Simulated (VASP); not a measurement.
Here is a VASP 6.6.1 calculation.

INCAR

```
SYSTEM = SiS2
ALGO = Normal
EDIFF = 1E-7
EDIFFG = -0.04
ENCUT = 500
GGA = RP
GGA_COMPAT = .False.
IBRION = 2
ISIF = 4
ISMEAR = 0
LASPH = .True.
LCHARG = .False.
LREAL = .False.
LWAVE = .False.
NELM = 120
NELMIN = 4
NSW = 60
PREC = Accurate
SIGMA = 0.05
```

File KPOINTS:

```
k-points
0
Gamma
  6 6 6
  0 0 0
```

Contents of POSCAR:

```
SiS2
1.0
   -3.0319583711      5.4367637407      2.9018608975
    3.0319583711     -5.4367637407      2.9018608975
    3.0319583711      5.4367637407     -2.9018608975
Si S
2 4
Direct
    0.7500000000      0.7500000000      0.0000000000
    0.2500000000      0.2500000000      0.0000000000
    0.8900075299      0.8007135087      0.6907210386
    0.1099924701      0.1992864913      0.3092789614
    0.3900075299      0.6992864913      0.0892940211
    0.6099924701      0.3007135087      0.9107059789
```

Potentials or basis: VASP PAW PBE potentials, release 64 (Si, S).

Command:

```bash
$ cat potpaw_PBE.64/Si/POTCAR potpaw_PBE.64/S/POTCAR > POTCAR
$ mpirun -np 1 vasp_std > vasp.out
```

(1) What does it give for the band gap on the k mesh?

Answers

(1) 3.17 eV (least direct gap 3.51 eV).
